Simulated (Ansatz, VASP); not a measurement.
**BP: VASP beside Ansatz**

```
B P
1.0
     2.96890    0.00000    0.00000
    -1.48445    2.57114    0.00000
     0.00000    0.00000    2.62582
B P
1 1
Direct
  0.00000 0.00000 0.00000
  0.33333 0.66667 0.50000
```

Change from the starting cell: volume scaled by 0.96.

Alike in both runs: task single point; functional PBE; k mesh 13 × 13 × 11; occupations fermi-dirac, width 0.08 eV; no spin polarisation.

```csv
,VASP,Ansatz
version,VASP 6.6.1,Ansatz 0.2.0
potentials or method,"VASP PAW PBE potentials, release 64 (B, P), cutoff 520 eV","all-electron LAPW, scalar-relativistic"
```

```tsv
	VASP	Ansatz	Ansatz less VASP
pressure (GPa)	6.2	6.5	+0.30
traceless stress, the component that is largest in VASP (GPa)	0.17	0.17	+0.004
```

Ansatz ran all-electron here, and VASP with PAW potentials.
